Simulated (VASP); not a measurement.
# Ag in VASP: notebook, part 2 of 2

VASP 6.6.1.

### Step 4. Single point, r2SCAN (shear of c along a, cell held: +1.5 %)

POSCAR reads:

```
Ag
1.0
    3.2685352936      0.0000000000      0.0000000000
    0.0000000000      3.2685352936      0.0000000000
    0.0490280294      0.0000000000      3.2685352936
Ag
2
Direct
    0.0000000000      0.0000000000      0.0000000000
    0.5000000000      0.5000000000      0.5000000000
```

INCAR.step1 reads:

```
PREC     = Accurate       # precision mode
ENCUT    = 520            # plane-wave cutoff, eV
ISMEAR   = 0              # smearing method
SIGMA    = 0.1            # smearing width, eV
LREAL    = False          # projectors in reciprocal space
LASPH    = True           # aspherical terms in the spheres
NELM     = 100            # most SCF steps
NBANDS   = 18             # bands
GGA      = PE             # functional
ALGO     = Normal         # electronic algorithm
EDIFF    = 1E-4           # SCF threshold, eV
LWAVE    = True           # write WAVECAR
LCHARG   = False          # write CHGCAR
```

INCAR.step2 reads:

```
PREC     = Accurate       # precision mode
ENCUT    = 520            # plane-wave cutoff, eV
EDIFF    = 1E-6           # SCF threshold, eV
ISMEAR   = 0              # smearing method
SIGMA    = 0.1            # smearing width, eV
LREAL    = False          # projectors in reciprocal space
LASPH    = True           # aspherical terms in the spheres
NELM     = 100            # most SCF steps
ALGO     = Normal         # electronic algorithm
ISIF     = 2              # what is computed and relaxed
LWAVE    = False          # write WAVECAR
LCHARG   = False          # write CHGCAR
METAGGA  = R2SCAN         # meta-GGA
LMIXTAU  = True         
NBANDS   = 18             # bands
ISTART   = 1
```

KPOINTS reads:

```
regular mesh
0
Gamma
  16 16 16
```

Potentials or basis: VASP PAW PBE potentials, release 64 (Ag).

The run is started by

```sh
> cat potpaw_PBE.64/Ag/POTCAR > POTCAR
> cp INCAR.step1 INCAR
> mpirun -np 1 vasp_std > vasp.out
> cp INCAR.step2 INCAR
> mpirun -np 1 vasp_std > vasp.out
```

OUTCAR:

```text
PREC = Accurate
   ENCUT = 520
   EDIFF = 1E-6
   ISMEAR = 0
   LREAL = False
   LASPH = True
   NELM = 100
   ISIF = 2
   METAGGA = R2SCAN
   ISTART = 1

 ion  position               nearest neighbor table
   1  0.000  0.000  0.000-   2 2.82   2 2.82   2 2.82   2 2.82   2 2.84   2 2.84   2 2.84   2 2.84

   2  0.500  0.500  0.500-   1 2.82   1 2.82   1 2.82   1 2.82   1 2.84   1 2.84   1 2.84   1 2.84

  LATTYP: Found a simple monoclinic cell.
 ALAT       =     3.2685352936
 B/A-ratio  =     1.0000000000
 C/A-ratio  =     1.0001124937
 COS(beta)  =    -0.0149983128

  Lattice vectors:

 A1 = (   3.2685352936,   0.0000000000,   0.0000000000)
 A2 = (   0.0000000000,  -3.2685352936,   0.0000000000)
 A3 = (  -0.0490280294,   0.0000000000,  -3.2685352936)

Analysis of symmetry for initial positions (statically):
=====================================================================
 Subroutine PRICEL returns following result:

  LATTYP: Found a base centered monoclinic cell.
 ALAT       =     4.5878698750
 B/A-ratio  =     0.7124298166
 C/A-ratio  =     0.7124298166
 COS(beta)  =    -0.7017433693

  Lattice vectors:

 A1 = (  -1.6097536321,   1.6342676468,   1.6342676468)
 A2 = (  -1.6097536321,  -1.6342676468,   1.6342676468)
 A3 = (   3.2685352936,   0.0000000000,   0.0000000000)

   2 primitive cells build up your supercell.

 Routine SETGRP: Setting up the symmetry group for a
 simple monoclinic supercell.

 Subroutine GETGRP returns: Found  4 space group operations
 (whereof  4 operations were pure point group operations)
 out of a pool of  4 trial point group operations.

The static configuration has the point symmetry C_2h.

Analysis of symmetry for dynamics (positions and initial velocities):
=====================================================================
 Subroutine PRICEL returns following result:

  LATTYP: Found a base centered monoclinic cell.
 ALAT       =     4.5878698750
 B/A-ratio  =     0.7124298166
 C/A-ratio  =     0.7124298166
 COS(beta)  =    -0.7017433693

  Lattice vectors:

 A1 = (  -1.6097536321,   1.6342676468,   1.6342676468)
 A2 = (  -1.6097536321,  -1.6342676468,   1.6342676468)
 A3 = (   3.2685352936,   0.0000000000,   0.0000000000)

   2 primitive cells build up your supercell.

 Routine SETGRP: Setting up the symmetry group for a
 simple monoclinic supercell.

 Subroutine GETGRP returns: Found  4 space group operations
 (whereof  4 operations were pure point group operations)
 out of a pool of  4 trial point group operations.

The dynamic configuration has the point symmetry C_2h.

 Subroutine INISYM returns: Found  4 space group operations
 (whereof  4 operations are pure point group operations),
 and found     2 'primitive' translations

----------------------------------------------------------------------------------------

                                     Primitive cell

  volume of cell :      17.4594

  direct lattice vectors                    reciprocal lattice vectors
[... 28 lines left out ...]

  Length of vectors
     0.019123866  0.019121715  0.019121715

  Shift w.r.t. Gamma in fractional coordinates (k-lattice)
     0.000000000  0.000000000  0.000000000

 Subroutine IBZKPT returns following result:
 ===========================================

 Found   1170 irreducible k-points:

 Following reciprocal coordinates:
            Coordinates               Weight
  0.000000  0.000000  0.000000      1.000000
  0.062500  0.000000  0.000000      2.000000
  0.125000  0.000000  0.000000      2.000000
  0.187500  0.000000  0.000000      2.000000
  0.250000  0.000000  0.000000      2.000000
  0.312500  0.000000  0.000000      2.000000
[... 16 lines left out ...]
  0.250000  0.125000  0.000000      4.000000
  0.312500  0.125000  0.000000      4.000000
 [... further k-points ...]
   k-points           NKPTS =   1170   k-points in BZ     NKDIM =   1170   number of bands    NBANDS=     18
   number of dos      NEDOS =    301   number of ions     NIONS =      2
   total plane-waves  NPLWV =  13824
   dimension x,y,z NGX =    24 NGY =   24 NGZ =   24
   dimension x,y,z NGXF=    48 NGYF=   48 NGZF=   48
   ions per type =               2
   NGX,Y,Z   is equivalent  to a cutoff of  12.21, 12.21, 12.21 a.u.
   NGXF,Y,Z  is equivalent  to a cutoff of  24.41, 24.41, 24.41 a.u.
 SYSTEM =  unknown system
   PREC   = accura    normal or accurate (medium, high low for compatibility)
   ISTART =      1    job   : 0-new  1-cont  2-samecut
   ICHARG =      0    charge: 1-file 2-atom 10-const
   ISPIN  =      1    spin polarized calculation?
   LNONCOLLINEAR =      F non collinear calculations
   LSORBIT =      F    spin-orbit coupling
   LASPH  =      T    aspherical Exc in radial PAW
   ENCUT  =  520.0 eV  38.22 Ry    6.18 a.u.   6.08  6.08  6.08*2*pi/ulx,y,z
   NELM   =    100;   NELMIN=  2; NELMDL=  0     # of ELM steps
   EDIFF  = 0.1E-05   stopping-criterion for ELM
   LREAL  =      F    real-space projection
   EDIFFG = 0.1E-04   stopping-criterion for IOM
   NSW    =      0    number of steps for IOM
   IBRION =     -1    ionic relax: 0-MD 1-quasi-New 2-CG
   NFREE  =      0    steps in history (QN), initial steepest desc. (CG)
   ISIF   =      2    stress and relaxation
   ISYM   =      2    0-nonsym 1-usesym 2-fastsym
   POTIM  = 0.5000    time-step for ionic-motion
   TEBEG  =    0.0;   TEEND  =   0.0 temperature during run
   PSTRESS=    0.0 pullay stress
   NELECT =      22.0000    total number of electrons
   NUPDOWN=      -1.0000    fix difference up-down
   EMIN   =  10.00;   EMAX   =-10.00  energy-range for DOS
   EFERMI =   0.00;   METHOD = LEGACY
   ISMEAR =     0;   SIGMA  =   0.10  broadening in eV -4-tet -1-fermi 0-gaus
   EFERMI_NEDOS =   21; number of points for ismear=-14 and -15
   IALGO  =     38    algorithm
   IMIX   =      4    mixing-type and parameters
     AMIX     =   0.40;   BMIX     =  1.00
     AMIX_MAG =   1.60;   BMIX_MAG =  1.00
  volume/ion in A,a.u.               =      17.46       117.82
  Fermi-wavevector in a.u.,A,eV,Ry     =   1.403447  2.652129 26.798882  1.969662
  Thomas-Fermi vector in A             =   2.526108
   LORBIT       =      0    0 simple, 1 ext, 2 COOP (PROOUT), +10 PAW based schemes
   METAGGA = R2SCAN    functional components
   LHFCALC =     F    Hartree Fock is set to
   AEXX    =    0.0000 exact exchange contribution
   IVDW    =     0    specifies the selected vdW correction
   LEPSILON=     F    determine dielectric tensor
   LRPA    =     F    only Hartree local field effects (RPA)
 non-spin polarized calculation
 Gauss-broadening in eV      SIGMA  =   0.10
  energy-cutoff  :      520.00
  volume of cell :       34.92
 maximum number of plane-waves:       958
   NGX = 13   NGY = 13   NGZ = 13

 number of electron      22.0000001 magnetization

 Free energy of the ion-electron system (eV)
  ---------------------------------------------------
  ext. energy  EPLUGINS =         0.00000000
  ---------------------------------------------------
  free energy    TOTEN  =       -42.65106430 eV

  energy without entropy =      -42.64874875  energy(sigma->0) =      -42.64990653

 E-fermi :   8.1550     XC(G=0): -12.8025

 val. band max:        8.1393590771   @ k =   0.4375   0.2500   0.0625
 cond. band min:       8.1622338365   @ k =  -0.4375   0.1250   0.4375
 fundamental gap:      0.0228747594
 Fermi energy:         8.1549943794

 k-point     1 :       0.0000    0.0000    0.0000
  band No.  band energies     occupation
      1       0.3389      2.00000
      2       1.5312      2.00000
      3       1.5327      2.00000
      4       2.8775      2.00000
      5       2.9379      2.00000
      6       3.0015      2.00000
[... 481 lines left out ...]
      5       3.1802      2.00000
      6       3.6792      2.00000
[... 10 lines left out ...]
     17      24.0642      0.00000
     18      24.3297      0.00000

 [... further k-points ...]

------------------------ aborting loop because EDIFF is reached ----------------------------------------

  FORCE on cell =-STRESS in cart. coord.  units (eV):
  Direction    XX          YY          ZZ          XY          YZ          ZX
  --------------------------------------------------------------------------------------
  -------------------------------------------------------------------------------------
  Total       -0.0195059     -0.0119875     -0.0137556      0.0000000      0.0000000     -0.1954372
  in kB       -0.8949880     -0.5500238     -0.6311481      0.0000000      0.0000000     -8.9672273
  external PRESSURE =      -0.6920533 kB  Pullay stress =       0.0000000 kB

 VOLUME and BASIS-vectors are now :
 -----------------------------------------------------------------------------
  energy-cutoff  :      520.00
  volume of cell :       34.92
      direct lattice vectors                 reciprocal lattice vectors
     3.268535294  0.000000000  0.000000000     0.305947438  0.000000000 -0.004589212
     0.000000000  3.268535294  0.000000000     0.000000000  0.305947438  0.000000000
     0.049028029  0.000000000  3.268535294     0.000000000  0.000000000  0.305947438

 POSITION                                       TOTAL-FORCE (eV/Angst)
 -----------------------------------------------------------------------------------
      0.00000      0.00000      0.00000        -0.000000      0.000000      0.000000
      1.65878      1.63427      1.63427         0.000000      0.000000     -0.000000
 -----------------------------------------------------------------------------------
    total drift:                                0.000000      0.000000     -0.000000

  FREE ENERGIE OF THE ION-ELECTRON SYSTEM (eV)
  ---------------------------------------------------
  free  energy   TOTEN  =       -42.6510642989 eV

  energy  without entropy=      -42.6487487531  energy(sigma->0) =      -42.64990653
```

It took 27 min on 1 thread of Oxide Virtual Turin-like, shared host; peak memory 0.6 GiB.

Results:

| Property | Result |
| --- | --- |
| Free energy | -42.6511 eV |
| Pressure | -0.1 GPa |
| Band gap on the k mesh | zero (bands 11 and 12 overlap by 7.85 eV) |

Caveat: the cell differs from its parent crystal (shear of c along a, cell held: +1.5 %); the PAW data sets were made with another functional, which shifts forces and pressure a little.

### Step 5. The runs side by side

```csv
cell,gap on the mesh (eV),pressure (GPa)
"a = 3.318, b = 3.318, c = 3.239 Å, 2 atoms",none,-2.1
"a = 3.367, b = 3.367, c = 3.210 Å, 2 atoms",none,-3.8
"a = 3.269 Å, angles 90.0, 89.1, 90.0°, 2 atoms",none,-0.1
```

Alike in all rows: task single point; level r2SCAN; potentials or basis VASP PAW PBE potentials, release 64 (Ag); no spin polarisation; k mesh 16 × 16 × 16; cutoff (eV) 520; smearing gaussian 0.1 eV.

Caveats: the PAW data sets were made with another functional, which shifts forces and pressure a little; the cell stands under tension (at least some runs).

Total energies depend on the potentials used, so only differences within one code and one set of settings carry meaning.

The gap in the log of VASP goes by the Fermi energy; the results here count the filled bands.